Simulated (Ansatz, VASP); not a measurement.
## One calculation of InP, two programs

```xyz
2
Lattice="0.0000 3.4402 2.2361 3.4402 0.0000 2.2361 3.4402 3.4402 0.0000" Properties=species:S:1:pos:R:3 pbc="T T T"
In    0.0000    0.0000    0.0000
P     5.1603    5.1603    3.3542
```

Alike in both runs: task single point; functional PBE; k mesh 12 × 12 × 12; occupations gaussian, width 0.05 eV; no spin polarisation.

|  | VASP | Ansatz |
| --- | --- | --- |
| version | VASP 6.6.1 | Ansatz 0.2.0 |
| potentials or method | VASP PAW PBE potentials, release 64 (In_d, P), cutoff 520 eV | scalar-relativistic, plane waves, PAW |
| valence electrons in the cell | 18 | 18 |

```tsv
	VASP	Ansatz	Ansatz less VASP
gap on the k mesh at the Fermi level (eV)	none	none	-
pressure (GPa)	-3.7	-3.7	+0.03
traceless stress, the component that is largest in VASP (GPa)	5.57	5.57	0.000
```

A gap of «none» marks a metal or a gap that the smearing closes.
